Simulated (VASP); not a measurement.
Runs of VASP 6.6.1 on Au. The structure is that of space group Fm-3m (No. 225), or close to it. The cells are those of the table. 

```csv
task,cell,cutoff (eV),k mesh for the DOS,occupations for the DOS,gap on the mesh (eV),pressure (GPa)
single point,"a = 2.564 Å, angles 60.0°, 1 atom",520,-,-,none,(a)
single point,"a = 2.680 Å, angles 60.0°, 1 atom",520,-,-,none,73.3
relaxation of cell and atoms,"relaxed from a = 2.886 Å, angles 60.0°, 1 atom",600,-,-,none,0.0
single point,"a = 2.435 Å, angles 60.0°, 1 atom",520,-,-,none,(b)
single point,"a = 2.788 Å, angles 60.0°, 1 atom",520,-,-,none,24.7
single point,"a = 2.887 Å, angles 60.0°, 1 atom",520,-,-,none,-0.3
```

Alike in all rows: level PBEsol; potentials or basis VASP PAW PBE potentials, release 64 (Au); no spin polarisation; k mesh 16 × 16 × 16; smearing fermi-dirac 0.05 eV.

**Question.** Estimate the missing entries.

**Answer.** (a) 169.3; (b) 367.3.

Caveats: the PAW data sets were made with another functional, which shifts forces and pressure a little; spin-orbit coupling is left out, which moves the levels of the heavy elements.

A k mesh can miss the band edges, and the runs leave out spin-orbit coupling on Au.

A gap of «none» marks levels without a gap at the run's occupations.
